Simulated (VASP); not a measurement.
# ZnCu (R3m) in VASP: single point with PBE

Aim: the single point of ZnCu with PBE.

All numbers are computed with VASP 6.6.1; they aren't measurements. Logs are shortened: lines on timing, memory, paths and dates and some standing lists are left out, and cuts for length are marked.

### Step 1. The cell of the first run

It takes space group R3m (No. 160, trigonal). The conventional cell has a = 4.165 Å, b = 4.165 Å, c = 5.101 Å, α = 90.00°, β = 90.00°, γ = 120.00°. Within 3.2 Å of Zn (site symmetry 3m) lie 8 Cu at 2.40 to 2.70 Å and 6 Zn at 2.94 Å. Cu (site symmetry 3m) has 8 Zn at 2.40 to 2.70 Å and 6 Cu at 2.94 Å within 3.2 Å.

### Step 2. Single point, PBE

Input file INCAR:

```
SYSTEM = ZnCu
PREC = Accurate
ENCUT = 520
EDIFF = 1E-6
ISMEAR = -4
SIGMA = 0.1
LREAL = .False.
LASPH = .True.
NELM = 80
ALGO = Normal
ISIF = 2
LWAVE = .False.
LCHARG = .True.
GGA = PE
LELF = .True.
LVHAR = .True.
NBANDS = 18
```

Input file KPOINTS:

```
regular mesh
0
Gamma
  10 10 10
  0 0 0
```

Input file POSCAR:

```
ZnCu
1.0
    2.9450000000      0.0000000000      0.0000000000
    0.0000000000      2.9450000000      0.0000000000
    0.0000000000      0.0000000000      2.9450000000
Zn Cu
1 1
Direct
    0.4850000000      0.4850000000      0.4850000000
    0.0150000000      0.0150000000      0.0150000000
```

Potentials or basis: VASP PAW PBE potentials, release 64 (Zn, Cu).

On the command line:

```
$ cat potpaw_PBE.64/Zn/POTCAR potpaw_PBE.64/Cu/POTCAR > POTCAR
$ mpirun -np 1 vasp_std > vasp.out
```

OUTCAR:

```text
SYSTEM = ZnCu
   PREC = Accurate
   ENCUT = 520
   EDIFF = 1E-6
   ISMEAR = -4
   LREAL = .False.
   LASPH = .True.
   NELM = 80
   ISIF = 2
   GGA = PE

 ion  position               nearest neighbor table
   1  0.485  0.485  0.485-   2 2.40   2 2.50   2 2.50   2 2.50   2 2.61   2 2.61   2 2.61   2 2.70

   2  0.015  0.015  0.015-   1 2.40   1 2.50   1 2.50   1 2.50   1 2.61   1 2.61   1 2.61   1 2.70

  LATTYP: Found a simple cubic cell.
 ALAT       =     2.9450000000

  Lattice vectors:

 A1 = (   2.9450000000,   0.0000000000,   0.0000000000)
 A2 = (   0.0000000000,   2.9450000000,   0.0000000000)
 A3 = (   0.0000000000,   0.0000000000,   2.9450000000)

Analysis of symmetry for initial positions (statically):
=====================================================================
 Subroutine PRICEL returns:
 Original cell was already a primitive cell.

 Routine SETGRP: Setting up the symmetry group for a
 simple cubic supercell.

 Subroutine GETGRP returns: Found  6 space group operations
 (whereof  6 operations were pure point group operations)
 out of a pool of 48 trial point group operations.

The static configuration has the point symmetry C_3v.

Analysis of symmetry for dynamics (positions and initial velocities):
=====================================================================
 Subroutine PRICEL returns:
 Original cell was already a primitive cell.

 Routine SETGRP: Setting up the symmetry group for a
 simple cubic supercell.

 Subroutine GETGRP returns: Found  6 space group operations
 (whereof  6 operations were pure point group operations)
 out of a pool of 48 trial point group operations.

The dynamic configuration has the point symmetry C_3v.

 Subroutine INISYM returns: Found  6 space group operations
 (whereof  6 operations are pure point group operations),
 and found     1 'primitive' translations

----------------------------------------------------------------------------------------

                                     Primitive cell

  volume of cell :      25.5421

  direct lattice vectors                    reciprocal lattice vectors
     2.945000000  0.000000000  0.000000000     0.339558574  0.000000000  0.000000000
     0.000000000  2.945000000  0.000000000     0.000000000  0.339558574  0.000000000
     0.000000000  0.000000000  2.945000000     0.000000000  0.000000000  0.339558574

  length of vectors
     2.945000000  2.945000000  2.945000000     0.339558574  0.339558574  0.339558574

  position of ions in fractional coordinates (direct lattice)
     0.485000000  0.485000000  0.485000000
     0.015000000  0.015000000  0.015000000

  ion indices of the primitive-cell ions
   primitive index   ion index
                 1           1
                 2           2

----------------------------------------------------------------------------------------

 KPOINTS: regular mesh

Automatic generation of k-mesh.
 Grid dimensions read from file:
 generate k-points for:   10   10   10

 Generating k-lattice:

  Cartesian coordinates                     Fractional coordinates (reciprocal lattice)
     0.033955857  0.000000000  0.000000000     0.100000000  0.000000000  0.000000000
     0.000000000  0.033955857  0.000000000     0.000000000  0.100000000  0.000000000
     0.000000000  0.000000000  0.033955857     0.000000000  0.000000000  0.100000000

  Length of vectors
     0.033955857  0.033955857  0.033955857

  Shift w.r.t. Gamma in fractional coordinates (k-lattice)
     0.000000000  0.000000000  0.000000000

 TETIRR: Found   1464 inequivalent tetrahedra from     6000

 Subroutine IBZKPT returns following result:
 ===========================================

 Found    116 irreducible k-points:

 Following reciprocal coordinates:
            Coordinates               Weight
  0.000000  0.000000  0.000000      1.000000
  0.100000  0.000000  0.000000      6.000000
  0.200000  0.000000  0.000000      6.000000
  0.300000  0.000000  0.000000      6.000000
  0.400000  0.000000  0.000000      6.000000
  0.500000  0.000000  0.000000      3.000000
[... 16 lines left out ...]
  0.300000  0.300000  0.000000      6.000000
 -0.300000  0.300000  0.000000      6.000000
 [... further k-points ...]
   k-points           NKPTS =    116   k-points in BZ     NKDIM =    116   number of bands    NBANDS=     18
   number of dos      NEDOS =    301   number of ions     NIONS =      2
   total plane-waves  NPLWV =  13824
   dimension x,y,z NGX =    24 NGY =   24 NGZ =   24
   dimension x,y,z NGXF=    48 NGYF=   48 NGZF=   48
   ions per type =               1   1
   NGX,Y,Z   is equivalent  to a cutoff of  13.55, 13.55, 13.55 a.u.
   NGXF,Y,Z  is equivalent  to a cutoff of  27.10, 27.10, 27.10 a.u.
 SYSTEM =  ZnCu
   PREC   = accura    normal or accurate (medium, high low for compatibility)
   ISTART =      0    job   : 0-new  1-cont  2-samecut
   ICHARG =      2    charge: 1-file 2-atom 10-const
   ISPIN  =      1    spin polarized calculation?
   LNONCOLLINEAR =      F non collinear calculations
   LSORBIT =      F    spin-orbit coupling
   LASPH  =      T    aspherical Exc in radial PAW
   ENCUT  =  520.0 eV  38.22 Ry    6.18 a.u.   5.48  5.48  5.48*2*pi/ulx,y,z
   NELM   =     80;   NELMIN=  2; NELMDL= -5     # of ELM steps
   EDIFF  = 0.1E-05   stopping-criterion for ELM
   LREAL  =      F    real-space projection
   EDIFFG = 0.1E-04   stopping-criterion for IOM
   NSW    =      0    number of steps for IOM
   IBRION =     -1    ionic relax: 0-MD 1-quasi-New 2-CG
   NFREE  =      0    steps in history (QN), initial steepest desc. (CG)
   ISIF   =      2    stress and relaxation
   ISYM   =      2    0-nonsym 1-usesym 2-fastsym
   POTIM  = 0.5000    time-step for ionic-motion
   TEBEG  =    0.0;   TEEND  =   0.0 temperature during run
   PSTRESS=    0.0 pullay stress
   NELECT =      23.0000    total number of electrons
   NUPDOWN=      -1.0000    fix difference up-down
   EMIN   =  10.00;   EMAX   =-10.00  energy-range for DOS
   EFERMI =   0.00;   METHOD = LEGACY
   ISMEAR =    -4;   SIGMA  =   0.10  broadening in eV -4-tet -1-fermi 0-gaus
   EFERMI_NEDOS =   21; number of points for ismear=-14 and -15
   IALGO  =     38    algorithm
   IMIX   =      4    mixing-type and parameters
     AMIX     =   0.40;   BMIX     =  1.00
     AMIX_MAG =   1.60;   BMIX_MAG =  1.00
  volume/ion in A,a.u.               =      12.77        86.18
  Fermi-wavevector in a.u.,A,eV,Ry     =   1.580880  2.987429 34.003415  2.499180
  Thomas-Fermi vector in A             =   2.681040
   LORBIT       =      0    0 simple, 1 ext, 2 COOP (PROOUT), +10 PAW based schemes
   GGA     = PE    functional components
   LHFCALC =     F    Hartree Fock is set to
   AEXX    =    0.0000 exact exchange contribution
   IVDW    =     0    specifies the selected vdW correction
   LEPSILON=     F    determine dielectric tensor
   LRPA    =     F    only Hartree local field effects (RPA)
 non-spin polarized calculation
 Fermi weights with tetrahedron method witout Bloechl corrections
  energy-cutoff  :      520.00
  volume of cell :       25.54
 maximum number of plane-waves:       711
 NGX is ok and might be reduce to    24
   NGX = 11   NGY = 11   NGZ = 11

 number of electron      22.9999998 magnetization

 Free energy of the ion-electron system (eV)
  ---------------------------------------------------
  ext. energy  EPLUGINS =         0.00000000
  ---------------------------------------------------
  free energy    TOTEN  =        -4.81392786 eV

  energy without entropy =       -4.81392786  energy(sigma->0) =       -4.81392786

 E-fermi :   5.5304     XC(G=0): -12.3974

 val. band max:        5.8096277359   @ k =   0.4000   0.4000   0.2000
 cond. band min:       5.4173848757   @ k =   0.3000   0.0000   0.0000
 fundamental gap:     -0.3922428602
 Fermi energy:         5.5303504597

 k-point     1 :       0.0000    0.0000    0.0000
  band No.  band energies     occupation
      1      -4.7980      2.00000
      2      -2.3144      2.00000
      3      -2.3144      2.00000
      4      -1.6366      2.00000
      5      -1.6077      2.00000
      6      -1.6077      2.00000
[... 10 lines left out ...]
     17      17.7162      0.00000
     18      29.0515      0.00000

 k-point     2 :       0.1000    0.0000    0.0000
  band No.  band energies     occupation
      1      -4.6174      2.00000
      2      -2.2948      2.00000
      3      -2.2754      2.00000
      4      -1.6475      2.00000
      5      -1.6244      2.00000
      6      -1.6055      2.00000
[... 10 lines left out ...]
     17      19.0870      0.00000
     18      27.2575      0.00000

 k-point     3 :       0.2000    0.0000    0.0000
  band No.  band energies     occupation
      1      -4.0890      2.00000
      2      -2.2425      2.00000
      3      -2.1632      2.00000
      4      -1.6852      2.00000
      5      -1.6680      2.00000
      6      -1.5902      2.00000
[... 10 lines left out ...]
     17      22.4890      0.00000
     18      24.8512      0.00000

 k-point     4 :       0.3000    0.0000    0.0000
  band No.  band energies     occupation
      1      -3.2819      2.00000
      2      -2.1761      2.00000
      3      -1.9637      2.00000
      4      -1.7330      2.00000
      5      -1.7222      2.00000
      6      -1.5683      2.00000
[... 10 lines left out ...]
     17      22.2005      0.00000
     18      22.2773      0.00000

 k-point     5 :       0.4000    0.0000    0.0000
  band No.  band energies     occupation
      1      -2.5387      2.00000
      2      -2.1203      2.00000
      3      -1.7789      2.00000
      4      -1.7666      2.00000
      5      -1.5501      2.00000
      6      -1.4279      2.00000
[... 10 lines left out ...]
     17      19.8624      0.00000
     18      20.0891      0.00000

 k-point     6 :       0.5000    0.0000    0.0000
  band No.  band energies     occupation
      1      -2.3344      2.00000
      2      -2.0983      2.00000
      3      -1.7927      2.00000
      4      -1.7840      2.00000
      5      -1.5430      2.00000
      6      -0.5925      2.00000
[... 10 lines left out ...]
     17      19.0698      0.00000
     18      19.8831      0.00000

 k-point     7 :       0.1000    0.1000    0.0000
  band No.  band energies     occupation
      1      -4.4386      2.00000
      2      -2.2673      2.00000
      3      -2.2449      2.00000
      4      -1.6551      2.00000
      5      -1.6316      2.00000
      6      -1.6191      2.00000
[... 10 lines left out ...]
     17      19.4827      0.00000
     18      24.8210      0.00000

 k-point     8 :      -0.1000    0.1000    0.0000
  band No.  band energies     occupation
      1      -4.4392      2.00000
      2      -2.2674      2.00000
      3      -2.2458      2.00000
      4      -1.6631      2.00000
      5      -1.6379      2.00000
      6      -1.6060      2.00000
[... 10 lines left out ...]
     17      19.5265      0.00000
     18      24.7348      0.00000
[... 229 lines left out ...]
     17      22.6692      0.00000
     18      23.2233      0.00000

 k-point    20 :       0.4000    0.2000    0.0000
  band No.  band energies     occupation
      1      -2.3401      2.00000
      2      -2.1155      2.00000
      3      -1.8936      2.00000
      4      -1.7992      2.00000
      5      -1.6647      2.00000
      6      -0.7960      2.00000
[... 10 lines left out ...]
     17      20.4940      0.00000
     18      21.6519      0.00000

 k-point    21 :      -0.2000    0.4000    0.0000
  band No.  band energies     occupation
      1      -2.3435      2.00000
      2      -2.1205      2.00000
      3      -1.8933      2.00000
      4      -1.8041      2.00000
      5      -1.6608      2.00000
      6      -0.7909      2.00000
[... 10 lines left out ...]
     17      20.4907      0.00000
     18      21.6813      0.00000

 k-point    22 :       0.5000    0.2000    0.0000
  band No.  band energies     occupation
      1      -2.2027      2.00000
      2      -2.1535      2.00000
      3      -1.8859      2.00000
      4      -1.8200      2.00000
      5      -1.6647      2.00000
      6       0.3054      2.00000
[... 10 lines left out ...]
     17      19.8968      0.00000
     18      20.6491      0.00000

 k-point    23 :       0.3000    0.3000    0.0000
  band No.  band energies     occupation
      1      -2.4709      2.00000
      2      -2.1525      2.00000
      3      -1.7879      2.00000
      4      -1.7383      2.00000
      5      -1.7325      2.00000
      6      -1.1073      2.00000
[... 10 lines left out ...]
     17      22.5331      0.00000
     18      22.7416      0.00000

 k-point    24 :      -0.3000    0.3000    0.0000
  band No.  band energies     occupation
      1      -2.4770      2.00000
      2      -2.1574      2.00000
      3      -1.8027      2.00000
      4      -1.7451      2.00000
      5      -1.7165      2.00000
      6      -1.0964      2.00000
[... 10 lines left out ...]
     17      22.5194      0.00000
     18      22.8059      0.00000

 [... further k-points ...]

------------------------ aborting loop because EDIFF is reached ----------------------------------------

  FORCE on cell =-STRESS in cart. coord.  units (eV):
  Direction    XX          YY          ZZ          XY          YZ          ZX
  --------------------------------------------------------------------------------------
  -------------------------------------------------------------------------------------
  Total        0.7108772      0.7108772      0.7108772      0.1511295      0.1511295      0.1511295
  in kB       44.5912093     44.5912093     44.5912093      9.4799035      9.4799035      9.4799035
  external PRESSURE =      44.5912093 kB  Pullay stress =       0.0000000 kB

 VOLUME and BASIS-vectors are now :
 -----------------------------------------------------------------------------
  energy-cutoff  :      520.00
  volume of cell :       25.54
      direct lattice vectors                 reciprocal lattice vectors
     2.945000000  0.000000000  0.000000000     0.339558574  0.000000000  0.000000000
     0.000000000  2.945000000  0.000000000     0.000000000  0.339558574  0.000000000
     0.000000000  0.000000000  2.945000000     0.000000000  0.000000000  0.339558574

 POSITION                                       TOTAL-FORCE (eV/Angst)
 -----------------------------------------------------------------------------------
      1.42832      1.42832      1.42832         0.445840      0.445840      0.445840
      0.04418      0.04418      0.04418        -0.445840     -0.445840     -0.445840
 -----------------------------------------------------------------------------------
    total drift:                                0.000775      0.000775      0.000785

  FREE ENERGIE OF THE ION-ELECTRON SYSTEM (eV)
  ---------------------------------------------------
  free  energy   TOTEN  =        -4.8139278593 eV

  energy  without entropy=       -4.8139278593  energy(sigma->0) =       -4.81392786
```

Wall time 64 s (1 thread of Intel Xeon 8259CL, shared host); peak memory 0.19 GiB.

What came out:

```yaml
Free_energy: -4.8139 eV
Pressure: 4.5 GPa
Largest_force: 0.772 eV/Å
Band_gap_on_the_k_mesh: zero (an odd number of electrons rules out a gap without spin polarisation)
```

Forces on the atoms (eV/Å):
```
Zn   0.446  0.446  0.446
Cu  -0.446 -0.446 -0.446
```

Caveat: the cell stands under pressure.
